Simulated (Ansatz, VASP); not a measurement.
## Two plane-wave programs on Ti3O2

The input POSCAR:

```
Ti3O2
1.0
   -2.5510662879      4.4185764242      0.0000000000
   -5.1021325758      0.0000000000      0.0000000000
   -2.5510662879      1.4728588081      4.9537952125
Ti O
6 4
Direct
    0.7500000000      0.0808000600      0.7500000000
    0.0808000600      0.4191999400      0.7500000000
    0.4191999400      0.7500000000      0.7500000000
    0.5808000600      0.2500000000      0.2500000000
    0.9191999400      0.5808000600      0.2500000000
    0.2500000000      0.9191999400      0.2500000000
    0.1625390500      0.1625390500      0.5123828500
    0.3374609500      0.3374609500      0.9876171500
    0.6625390500      0.6625390500      0.0123828500
    0.8374609500      0.8374609500      0.4876171500
```

INCAR.step1

```
ALGO = Normal
EDIFF = 1E-4
ENCUT = 520
GGA = PE
ISMEAR = 0
LASPH = True
LCHARG = False
LREAL = False
LWAVE = True
NBANDS = 59
NELM = 60
PREC = Accurate
SIGMA = 0.05
```

The input INCAR.step2:

```
ALGO = Normal
EDIFF = 1E-6
ENCUT = 520
ISIF = 2
ISMEAR = 0
ISTART = 1
LASPH = True
LCHARG = True
LELF = True
LMIXTAU = True
LREAL = False
LVHAR = True
LWAVE = False
METAGGA = R2SCAN
NBANDS = 59
NELM = 60
PREC = Accurate
SIGMA = 0.05
```

KPOINTS

```
k-points
0
Gamma
  6 6 6
```

Input for Ansatz:

```yaml
crystal:
  lattice:
    - [-2.5510662879, 4.4185764242, 0.0]
    - [-5.1021325758, 0.0, 0.0]
    - [-2.5510662879, 1.4728588081, 4.9537952125]
  atoms:
    - { symbol: Ti, position: [0.75, 0.08080006, 0.75] }
    - { symbol: Ti, position: [0.08080006, 0.41919994, 0.75] }
    - { symbol: Ti, position: [0.41919994, 0.75, 0.75] }
    - { symbol: Ti, position: [0.58080006, 0.25, 0.25] }
    - { symbol: Ti, position: [0.91919994, 0.58080006, 0.25] }
    - { symbol: Ti, position: [0.25, 0.91919994, 0.25] }
    - { symbol: O, position: [0.16253905, 0.16253905, 0.51238285] }
    - { symbol: O, position: [0.33746095, 0.33746095, 0.98761715] }
    - { symbol: O, position: [0.66253905, 0.66253905, 0.01238285] }
    - { symbol: O, position: [0.83746095, 0.83746095, 0.48761715] }
basis:
  ecutwfc: 500
  fft_grid_basis: typed
kpoints:
  mp_grid: { grid: [6, 6, 6] }
hamiltonian:
  xc: r2scan
scf:
  occupations: { method: gaussian, width: 0.05 }
output:
  forces: true
  stress: true
  eigenvalues: true
  bader: true
  write_density: true
  volumetric_format: npy
```

Alike in both runs: task single point; functional r2SCAN; k mesh 6 × 6 × 6; occupations gaussian, width 0.05 eV; no spin polarisation.

|  | VASP | Ansatz |
| --- | --- | --- |
| version | VASP 6.6.1 | Ansatz 0.2.0 |
| potentials or method | VASP PAW PBE potentials, release 64 (Ti_sv, O), cutoff 520 eV | scalar-relativistic, plane waves, PAW |
| valence electrons in the cell | 96 | 96 |

VASP gave:

| Item | Value |
| --- | --- |
| gap on the k mesh at the Fermi level (eV) | none |
| pressure (GPa) | 0.2 |
| traceless stress, the component that is largest in VASP (GPa) | 0.07 |
| rms of the force components (eV/Å) | 0.008 |

Problem. What did Ansatz give for the same quantities?

Solution. gap on the k mesh at the Fermi level (eV): none; pressure (GPa): -1.3; traceless stress, the component that is largest in VASP (GPa): 0.08; rms of the force components (eV/Å): 0.015.

VASP's potentials were made for PBE, not for r2SCAN. Atom by atom the forces differ by 0.016 eV/Å (rms over components). A gap of «none» marks a metal or a gap that the smearing closes.
